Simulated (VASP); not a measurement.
Set up this calculation in VASP 6.6.1, as the native input.

- Task: single point
- Functional: PBE
- Potentials or basis: VASP PAW PBE potentials, release 64 (Cs_sv, P)
- Cutoff: 520 eV
- k mesh: 4 × 4 × 2
- Occupations: gaussian, width 0.1 eV
- Spin: no spin polarisation
- Dipole correction: no
- Further INCAR settings: ALGO = Normal; EDIFF = 1e-06; NBANDS = 22

The structure of CsP4 lies in POSCAR:

```
CsP4
1.0
    5.4941096700      0.0000000000      0.0000000000
    0.0000000000      5.4941096700      0.0000000000
    0.0000000000      0.0000000000      7.7698444100
Cs P
1 4
Direct
    0.0000000000      0.0000000000      0.0000000000
    0.5000000000      0.0000000000      0.2500000000
    0.0000000000      0.5000000000      0.7500000000
    0.5000000000      0.0000000000      0.7500000000
    0.0000000000      0.5000000000      0.2500000000
```

The input as run:

INCAR

```
SYSTEM = CsP4
PREC = Accurate
ENCUT = 520
EDIFF = 1E-6
ISMEAR = 0
SIGMA = 0.1
LREAL = .FALSE.
LASPH = .TRUE.
NELM = 80
ALGO = Normal
ISIF = 2
LWAVE = .FALSE.
LCHARG = .FALSE.
GGA = PE
NBANDS = 22
```

KPOINTS

```
Automatic mesh
0
G
  4 4 2
  0 0 0
```

Potentials or basis: VASP PAW PBE potentials, release 64 (Cs_sv, P).

Launch:

```console
$ cat potpaw_PBE.64/Cs_sv/POTCAR potpaw_PBE.64/P/POTCAR > POTCAR
$ mpirun -np 1 vasp_std > vasp.out
```

Results of the run:

* Pressure: -4.3 GPa
* Largest force: 0.271 eV/Å

Caveat: the k points lie up to 0.40 Å⁻¹ apart.

Run time: 75 s on 1 thread of Intel Xeon 8259CL, on a shared host, peak memory 0.32 GiB.
